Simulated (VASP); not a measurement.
# Rb2H4N (P4_2/mnm) in VASP: single point with PBE

Aim: the single point of Rb2H4N with PBE.

Everything below comes from runs of VASP 6.6.1. Logs are shortened: lines on timing, memory, paths and dates and some standing lists are left out, and cuts for length are marked.

## (1) The cell of the first run

The structure is tetragonal, space group P4_2/mnm (No. 136). Conventional cell: a = 5.729 Å, b = 5.729 Å, c = 8.298 Å, α = 90.00°, β = 90.00°, γ = 90.00°. Within 2.2 Å of N (site symmetry mmm) lie 4 H at 1.62 to 1.63 Å. Within 2.2 Å of H (site symmetry m2m) lie 1 N at 1.63 Å. Within 2.2 Å of H (site symmetry 2mm) lie 1 N at 1.62 Å. Within 3.8 Å of Rb (site symmetry -4) lie 8 H at 2.90 to 2.93 Å and 4 N at 3.54 Å.

## (2) Single point, PBE

The input, INCAR:

```
PREC     = Accurate       # precision mode
ENCUT    = 520            # plane-wave cutoff, eV
EDIFF    = 1E-6           # SCF threshold, eV
ISMEAR   = -1             # smearing method
SIGMA    = 0.0154         # smearing width, eV
LREAL    = F              # projectors in reciprocal space
LASPH    = T              # aspherical terms in the spheres
NELM     = 60             # most SCF steps
ALGO     = Normal         # electronic algorithm
ISIF     = 2              # what is computed and relaxed
LWAVE    = F              # write WAVECAR
LCHARG   = F              # write CHGCAR
GGA      = PE             # functional
NBANDS   = 40             # bands
```

The input, KPOINTS:

```
regular mesh
0
Gamma
  6 6 4
```

The input, POSCAR:

```
Rb2H4N
1.0
    5.7289040000      0.0000000000      0.0000000000
    0.0000000000      5.7289040000      0.0000000000
    0.0000000000      0.0000000000      8.2977770000
N H Rb
2 8 4
Direct
    0.0000000000      0.0000000000      0.0000000000
    0.5000000000      0.5000000000      0.5000000000
    0.2010000000      0.2010000000      0.0000000000
    0.2990000000      0.7010000000      0.5000000000
    0.7990000000      0.7990000000      0.0000000000
    0.7010000000      0.2990000000      0.5000000000
    0.0000000000      0.0000000000      0.1950000000
    0.5000000000      0.5000000000      0.6950000000
    0.5000000000      0.5000000000      0.3050000000
    0.0000000000      0.0000000000      0.8050000000
    0.0000000000      0.5000000000      0.2500000000
    0.0000000000      0.5000000000      0.7500000000
    0.5000000000      0.0000000000      0.2500000000
    0.5000000000      0.0000000000      0.7500000000
```

Potentials or basis: VASP PAW PBE potentials, release 64 (N, H, Rb_sv).

On the command line:

```bash
> cat potpaw_PBE.64/N/POTCAR potpaw_PBE.64/H/POTCAR potpaw_PBE.64/Rb_sv/POTCAR > POTCAR
> mpirun -np 1 vasp_std > vasp.out
```

OUTCAR:

```text
PREC = Accurate
   ENCUT = 520
   EDIFF = 1E-6
   ISMEAR = -1
   LREAL = F
   LASPH = T
   NELM = 60
   ISIF = 2
   GGA = PE

 ion  position               nearest neighbor table
   1  0.000  0.000  0.000-  11 3.54  12 3.54  13 3.54  14 3.54  11 3.54  12 3.54  13 3.54  14 3.54

   2  0.500  0.500  0.500-  11 3.54  12 3.54  13 3.54  14 3.54  13 3.54  14 3.54  11 3.54  12 3.54

   3  0.201  0.201  0.000-  11 2.93  12 2.93  13 2.93  14 2.93
   4  0.299  0.701  0.500-  11 2.93  12 2.93  13 2.93  14 2.93
   5  0.799  0.799  0.000-  11 2.93  12 2.93  13 2.93  14 2.93
   6  0.701  0.299  0.500-  11 2.93  12 2.93  13 2.93  14 2.93
   7  0.000  0.000  0.195-  11 2.90  13 2.90  11 2.90  13 2.90
   8  0.500  0.500  0.695-  12 2.90  14 2.90  14 2.90  12 2.90
   9  0.500  0.500  0.305-  11 2.90  13 2.90  13 2.90  11 2.90
  10  0.000  0.000  0.805-  12 2.90  14 2.90  12 2.90  14 2.90
  11  0.000  0.500  0.250-   7 2.90   9 2.90   7 2.90   9 2.90   3 2.93   4 2.93   5 2.93   6 2.93
                             1 3.54   1 3.54   2 3.54   2 3.54  13 4.05  13 4.05  13 4.05  13 4.05
  12  0.000  0.500  0.750-   8 2.90  10 2.90  10 2.90   8 2.90   3 2.93   4 2.93   5 2.93   6 2.93
                             1 3.54   1 3.54   2 3.54   2 3.54  14 4.05  14 4.05  14 4.05  14 4.05
  13  0.500  0.000  0.250-   7 2.90   9 2.90   9 2.90   7 2.90   3 2.93   4 2.93   5 2.93   6 2.93
                             2 3.54   1 3.54   1 3.54   2 3.54  11 4.05  11 4.05  11 4.05  11 4.05
  14  0.500  0.000  0.750-   8 2.90  10 2.90   8 2.90  10 2.90   3 2.93   4 2.93   5 2.93   6 2.93
                             2 3.54   1 3.54   1 3.54   2 3.54  12 4.05  12 4.05  12 4.05  12 4.05

  LATTYP: Found a simple tetragonal cell.
 ALAT       =     5.7289040000
 C/A-ratio  =     1.4484056636

  Lattice vectors:

 A1 = (   5.7289040000,   0.0000000000,   0.0000000000)
 A2 = (   0.0000000000,   5.7289040000,   0.0000000000)
 A3 = (   0.0000000000,   0.0000000000,   8.2977770000)

Analysis of symmetry for initial positions (statically):
=====================================================================
 Subroutine PRICEL returns:
 Original cell was already a primitive cell.

 Routine SETGRP: Setting up the symmetry group for a
 simple tetragonal supercell.

 Subroutine GETGRP returns: Found 16 space group operations
 (whereof  8 operations were pure point group operations)
 out of a pool of 16 trial point group operations.

The static configuration has the point symmetry D_2h.
 The point group associated with its full space group is D_4h.

Analysis of symmetry for dynamics (positions and initial velocities):
=====================================================================
 Subroutine PRICEL returns:
 Original cell was already a primitive cell.

 Routine SETGRP: Setting up the symmetry group for a
 simple tetragonal supercell.

 Subroutine GETGRP returns: Found 16 space group operations
 (whereof  8 operations were pure point group operations)
 out of a pool of 16 trial point group operations.

The dynamic configuration has the point symmetry D_2h.
 The point group associated with its full space group is D_4h.

 Subroutine INISYM returns: Found 16 space group operations
 (whereof  8 operations are pure point group operations),
 and found     1 'primitive' translations

----------------------------------------------------------------------------------------

                                     Primitive cell

  volume of cell :     272.3359

  direct lattice vectors                    reciprocal lattice vectors
     5.728904000  0.000000000  0.000000000     0.174553457  0.000000000  0.000000000
     0.000000000  5.728904000  0.000000000     0.000000000  0.174553457  0.000000000
     0.000000000  0.000000000  8.297777000     0.000000000  0.000000000  0.120514205

  length of vectors
     5.728904000  5.728904000  8.297777000     0.174553457  0.174553457  0.120514205

  position of ions in fractional coordinates (direct lattice)
     0.000000000  0.000000000  0.000000000
     0.500000000  0.500000000  0.500000000
     0.201000000  0.201000000  0.000000000
     0.299000000  0.701000000  0.500000000
     0.799000000  0.799000000  0.000000000
     0.701000000  0.299000000  0.500000000
     0.000000000  0.000000000  0.195000000
[... 29 lines left out ...]
Automatic generation of k-mesh.
 Grid dimensions read from file:
 generate k-points for:    6    6    4

 Generating k-lattice:

  Cartesian coordinates                     Fractional coordinates (reciprocal lattice)
     0.029092243  0.000000000  0.000000000     0.166666667  0.000000000  0.000000000
     0.000000000  0.029092243  0.000000000     0.000000000  0.166666667  0.000000000
     0.000000000  0.000000000  0.030128551     0.000000000  0.000000000  0.250000000

  Length of vectors
     0.029092243  0.029092243  0.030128551

  Shift w.r.t. Gamma in fractional coordinates (k-lattice)
     0.000000000  0.000000000  0.000000000

 Subroutine IBZKPT returns following result:
 ===========================================

 Found     30 irreducible k-points:

 Following reciprocal coordinates:
            Coordinates               Weight
  0.000000  0.000000  0.000000      1.000000
  0.166667  0.000000  0.000000      4.000000
  0.333333  0.000000  0.000000      4.000000
  0.500000  0.000000  0.000000      2.000000
  0.166667  0.166667  0.000000      4.000000
  0.333333  0.166667  0.000000      8.000000
[... 16 lines left out ...]
  0.333333  0.000000  0.500000      4.000000
  0.500000  0.000000  0.500000      2.000000
 [... further k-points ...]
   k-points           NKPTS =     30   k-points in BZ     NKDIM =     30   number of bands    NBANDS=     40
   number of dos      NEDOS =    301   number of ions     NIONS =     14
   total plane-waves  NPLWV = 147456
   dimension x,y,z NGX =    48 NGY =   48 NGZ =   64
   dimension x,y,z NGXF=    96 NGYF=   96 NGZF=  128
   ions per type =               2   8   4
   NGX,Y,Z   is equivalent  to a cutoff of  13.93, 13.93, 12.82 a.u.
   NGXF,Y,Z  is equivalent  to a cutoff of  27.86, 27.86, 25.64 a.u.
 SYSTEM =  unknown system
   PREC   = accura    normal or accurate (medium, high low for compatibility)
   ISTART =      0    job   : 0-new  1-cont  2-samecut
   ICHARG =      2    charge: 1-file 2-atom 10-const
   ISPIN  =      1    spin polarized calculation?
   LNONCOLLINEAR =      F non collinear calculations
   LSORBIT =      F    spin-orbit coupling
   LASPH  =      T    aspherical Exc in radial PAW
   ENCUT  =  520.0 eV  38.22 Ry    6.18 a.u.  10.65 10.65 15.43*2*pi/ulx,y,z
   NELM   =     60;   NELMIN=  2; NELMDL= -5     # of ELM steps
   EDIFF  = 0.1E-05   stopping-criterion for ELM
   LREAL  =      F    real-space projection
   EDIFFG = 0.1E-04   stopping-criterion for IOM
   NSW    =      0    number of steps for IOM
   IBRION =     -1    ionic relax: 0-MD 1-quasi-New 2-CG
   NFREE  =      0    steps in history (QN), initial steepest desc. (CG)
   ISIF   =      2    stress and relaxation
   ISYM   =      2    0-nonsym 1-usesym 2-fastsym
   POTIM  = 0.5000    time-step for ionic-motion
   TEBEG  =    0.0;   TEEND  =   0.0 temperature during run
   PSTRESS=    0.0 pullay stress
   NELECT =      54.0000    total number of electrons
   NUPDOWN=      -1.0000    fix difference up-down
   EMIN   =  10.00;   EMAX   =-10.00  energy-range for DOS
   EFERMI =   0.00;   METHOD = LEGACY
   ISMEAR =    -1;   SIGMA  =   0.02  broadening in eV -4-tet -1-fermi 0-gaus
   EFERMI_NEDOS =   21; number of points for ismear=-14 and -15
   IALGO  =     38    algorithm
   IMIX   =      4    mixing-type and parameters
     AMIX     =   0.40;   BMIX     =  1.00
     AMIX_MAG =   1.60;   BMIX_MAG =  1.00
  volume/ion in A,a.u.               =      19.45       131.27
  Fermi-wavevector in a.u.,A,eV,Ry     =   0.954636  1.804000 12.399396  0.911330
  Thomas-Fermi vector in A             =   2.083401
   LORBIT       =      0    0 simple, 1 ext, 2 COOP (PROOUT), +10 PAW based schemes
   GGA     = PE    functional components
[... 5 lines left out ...]
 non-spin polarized calculation
  energy-cutoff  :      520.00
  volume of cell :      272.34
 maximum number of plane-waves:      7379
 NGX is ok and might be reduce to    48
   NGX = 21   NGY = 21   NGZ = 31

 number of electron      53.9999997 magnetization

 Free energy of the ion-electron system (eV)
  ---------------------------------------------------
  ext. energy  EPLUGINS =         0.00000000
  ---------------------------------------------------
  free energy    TOTEN  =       -38.04390102 eV

  energy without entropy =      -38.03261239  energy(sigma->0) =      -38.03825671

 E-fermi :  -0.7811     XC(G=0):  -7.2500

 val. band max:       -0.7831736996   @ k =   0.3333   0.3333   0.5000
 cond. band min:      -0.7760946655   @ k =   0.3333   0.0000   0.2500
 fundamental gap:      0.0070790342
 Fermi energy:        -0.7810811180

 k-point     1 :       0.0000    0.0000    0.0000
  band No.  band energies     occupation
      1     -27.2485      2.00000
      2     -27.2298      2.00000
      3     -27.1997      2.00000
      4     -27.1830      2.00000
      5     -13.5181      2.00000
      6     -13.4418      2.00000
[... 997 lines left out ...]
     38       5.2382      0.00000
     39       5.5771      0.00000

 [... further k-points ...]

 [bands above 39 left out]

------------------------ aborting loop because EDIFF is reached ----------------------------------------

  FORCE on cell =-STRESS in cart. coord.  units (eV):
  Direction    XX          YY          ZZ          XY          YZ          ZX
  --------------------------------------------------------------------------------------
  -------------------------------------------------------------------------------------
  Total       -5.3760654     -5.3760654    -12.4591991      0.0000000      0.0000000      0.0000000
  in kB      -31.6278943    -31.6278943    -73.2986304      0.0000000      0.0000000      0.0000000
  external PRESSURE =     -45.5181397 kB  Pullay stress =       0.0000000 kB

 VOLUME and BASIS-vectors are now :
 -----------------------------------------------------------------------------
  energy-cutoff  :      520.00
  volume of cell :      272.34
      direct lattice vectors                 reciprocal lattice vectors
     5.728904000  0.000000000  0.000000000     0.174553457  0.000000000  0.000000000
     0.000000000  5.728904000  0.000000000     0.000000000  0.174553457  0.000000000
     0.000000000  0.000000000  8.297777000     0.000000000  0.000000000  0.120514205

 POSITION                                       TOTAL-FORCE (eV/Angst)
 -----------------------------------------------------------------------------------
      0.00000      0.00000      0.00000        -0.000000     -0.000000      0.000000
      2.86445      2.86445      4.14889        -0.000000     -0.000000      0.000000
      1.15151      1.15151      0.00000        -0.970267     -0.970267     -0.000000
      1.71294      4.01596      4.14889         0.970267     -0.970267     -0.000000
      4.57739      4.57739      0.00000         0.970267      0.970267      0.000000
      4.01596      1.71294      4.14889        -0.970267      0.970267      0.000000
      0.00000      0.00000      1.61807        -0.000000     -0.000000     -1.475640
      2.86445      2.86445      5.76696        -0.000000      0.000000     -1.475640
      2.86445      2.86445      2.53082        -0.000000     -0.000000      1.475640
      0.00000      0.00000      6.67971        -0.000000     -0.000000      1.475640
      0.00000      2.86445      2.07444        -0.000000     -0.000000     -0.000000
      0.00000      2.86445      6.22333         0.000000      0.000000      0.000000
      2.86445      0.00000      2.07444        -0.000000     -0.000000      0.000000
      2.86445      0.00000      6.22333        -0.000000      0.000000     -0.000000
 -----------------------------------------------------------------------------------
    total drift:                                0.000000      0.000000     -0.000000

  FREE ENERGIE OF THE ION-ELECTRON SYSTEM (eV)
  ---------------------------------------------------
  free  energy   TOTEN  =       -38.0439010241 eV

  energy  without entropy=      -38.0326123927  energy(sigma->0) =      -38.03825671
```

Run time: 3.6 min. Hardware: 1 thread of Intel Xeon 6975P-C (Granite Rapids), shared host; peak memory 0.53 GiB.

What came out:

```
Free energy            : -38.0439 eV
Pressure               : -4.6 GPa
Largest force          : 1.476 eV/Å
Band gap on the k mesh : zero (bands 27 and 28 overlap by 0.74 eV)
```

Forces in eV/Å, atoms in the order of the input:
```
N    0.000  0.000  0.000
N    0.000  0.000  0.000
H   -0.970 -0.970  0.000
H    0.970 -0.970  0.000
H    0.970  0.970  0.000
H   -0.970  0.970  0.000
H    0.000  0.000 -1.476
H    0.000  0.000 -1.476
H    0.000  0.000  1.476
H    0.000  0.000  1.476
Rb   0.000  0.000  0.000
Rb   0.000  0.000  0.000
Rb   0.000  0.000  0.000
Rb   0.000  0.000  0.000
```

Caveat: the cell stands under tension; forces of over 1 eV/Å act on the atoms, so gaps and moduli don't describe the material at rest.
